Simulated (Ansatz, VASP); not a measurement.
**Si in VASP and in Ansatz**

File INCAR:

```
ALGO     = Normal         # electronic algorithm
DIPOL    = 0.5 0.5 0.500
EDIFF    = 1E-6           # SCF threshold, eV
ENCUT    = 520            # plane-wave cutoff, eV
GGA      = PE             # functional
IDIPOL   = 3            
ISIF     = 2              # what is computed and relaxed
ISMEAR   = 0              # smearing method
LASPH    = True           # aspherical terms in the spheres
LCHARG   = False          # write CHGCAR
LDIPOL   = True         
LREAL    = False          # projectors in reciprocal space
LWAVE    = False          # write WAVECAR
NBANDS   = 11             # bands
NELM     = 80             # most SCF steps
PREC     = Accurate       # precision mode
SIGMA    = 0.1            # smearing width, eV
```

The input KPOINTS:

```
k-points
0
Gamma
  15 15 1
```

File POSCAR:

```
Si
1.0
    3.6260000000      0.0000000000      0.0000000000
   -1.8130000000      3.1402081141      0.0000000000
    0.0000000000      0.0000000000     28.0000000000
Si
2
Direct
    0.3333333333      0.6666666667      0.5101964286
    0.6666666667      0.3333333333      0.4898035714
```

Input for Ansatz:

```yaml
crystal:
  lattice:
    - [3.626, 0.0, 0.0]
    - [-1.813, 3.1402081141, 0.0]
    - [0.0, 0.0, 28.0]
  atoms:
    - { symbol: Si, position: [0.3333333333, 0.6666666667, 0.5101964286] }
    - { symbol: Si, position: [0.6666666667, 0.3333333333, 0.4898035714] }
  periodic: [true, true, false]
basis:
  ecutwfc: 420
kpoints:
  mp_grid: { grid: [15, 15, 1] }
hamiltonian:
  xc: pbe
  pseudopotentials: { kind: paw, azcp: { folder: soft_1 } }
scf:
  occupations: { method: gaussian, width: 0.1 }
output:
  forces: true
  stress: true
  eigenvalues: true
```

Alike in both runs: task single point; functional PBE; k mesh 15 × 15 × 1; occupations gaussian, width 0.1 eV; no spin polarisation.

```csv
,VASP,Ansatz
version,VASP 6.6.1,Ansatz 0.2.0
potentials or method,"VASP PAW PBE potentials, release 64 (Si), cutoff 520 eV","scalar-relativistic, plane waves, PAW"
valence electrons in the cell,8,8
```

Ansatz gave:

```
gap on the k mesh at the Fermi level (eV) : none
rms of the force components (eV/Å)        : 0.309
```

Q: What did VASP give for the same quantities?

A: gap on the k mesh at the Fermi level (eV): none; rms of the force components (eV/Å): 0.301.

Atom by atom the forces differ by 0.008 eV/Å (rms over components). A gap of «none» marks a metal or a gap that the smearing closes.
